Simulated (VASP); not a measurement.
Al3Cu2, 5 atoms in the cell. It takes space group P-3m1 (No. 164, trigonal). Conventional cell: a = 4.314 Å, b = 4.314 Å, c = 4.982 Å, α = 90.00°, β = 90.00°, γ = 120.00°. Within 3.4 Å of Al (site symmetry -3m) lie 6 Cu at 2.61 Å and 6 Al at 3.04 Å. Al (site symmetry 3m) has 5 Cu at 2.45 to 2.67 Å and 6 Al at 2.90 to 3.04 Å within 3.2 Å. Within 3.2 Å of Cu (site symmetry 3m) lie 8 Al at 2.45 to 2.67 Å and 3 Cu at 2.94 Å.  This cell differs from its parent crystal: strain +0.0525 x Voigt [1, 1, 0, 0, 0, 0].

- Program: VASP 6.6.1
- Task: single point
- Functional: PBEsol
- Potentials or basis: VASP PAW PBE potentials, release 64 (Al, Cu)
- Cutoff: 520 eV
- k mesh: 12 × 12 × 10
- Occupations: gaussian, width 0.15 eV
- Spin: no spin polarisation
- Dipole correction: no
- Further INCAR settings: ALGO = Fast; EDIFF = 1e-06; NBANDS = 24

Potentials or basis: VASP PAW PBE potentials, release 64 (Al, Cu).

Command:

```sh
$ cat potpaw_PBE.64/Al/POTCAR potpaw_PBE.64/Cu/POTCAR > POTCAR
$ mpirun -np 1 vasp_std > vasp.out
```

Hardware: 1 thread of Intel(R) Xeon(R) 6975P-C (Granite Rapids), with other jobs on the host.

Task: How long does it take, and how much memory?

Result: It took 2.3 min on 1 thread of Intel(R) Xeon(R) 6975P-C (Granite Rapids), with other jobs on the host, peak memory 0.38 GiB. Counts: scf iterations 18, k points 162.
